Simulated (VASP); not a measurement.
Write the native input for VASP 6.6.1 that does the following.

- Task: single point
- Functional: PBEsol
- Potentials or basis: VASP PAW PBE potentials, release 64 (Pt)
- Cutoff: 520 eV
- k mesh: 18 × 18 × 10
- Occupations: gaussian, width 0.15 eV
- Spin: no spin polarisation
- Dipole correction: no
- Further INCAR settings: ALGO = Fast; EDIFF = 1e-07; NBANDS = 17

The structure of Pt lies in POSCAR:

```
Pt
1.0
    2.7888000000      0.0000000000      0.0000000000
   -1.3944000000      2.4151716461      0.0000000000
    0.0000000000      0.0000000000      4.6285000000
Pt
2
Direct
    0.6666666667      0.3333333333      0.7500000000
    0.3333333333      0.6666666667      0.2500000000
```

This isn't the form of Pt at room conditions, which is fcc.

These files were run (other wordings do the same):

INCAR

```
ALGO     = Fast           # electronic algorithm
EDIFF    = 1E-7           # SCF threshold, eV
ENCUT    = 520            # plane-wave cutoff, eV
GGA      = PS             # functional
ISIF     = 2              # what is computed and relaxed
ISMEAR   = 0              # smearing method
LASPH    = True           # aspherical terms in the spheres
LCHARG   = False          # write CHGCAR
LREAL    = False          # projectors in reciprocal space
LWAVE    = False          # write WAVECAR
NBANDS   = 17             # bands
NELM     = 60             # most SCF steps
PREC     = Accurate       # precision mode
SIGMA    = 0.15           # smearing width, eV
```

KPOINTS

```
k-points
0
Gamma
  18 18 10
```

Potentials or basis: VASP PAW PBE potentials, release 64 (Pt).

Launch:

```sh
$ cat potpaw_PBE.64/Pt/POTCAR > POTCAR
$ mpirun -np 1 vasp_std > vasp.out
```

It gave:

```yaml
Pressure: -8.3 GPa
Band_gap_on_the_k_mesh: zero (bands 10 and 11 overlap by 1.22 eV)
```

Caveat: the stress differs along the axes, from -10 to -4 GPa; the PAW data sets were made with another functional, which shifts forces and pressure a little; spin-orbit coupling is left out, which moves the levels of the heavy elements.

Run time: 55 s on 1 thread of Intel(R) Xeon(R) 6975P-C (Granite Rapids), with other jobs on the host, peak memory 0.22 GiB.
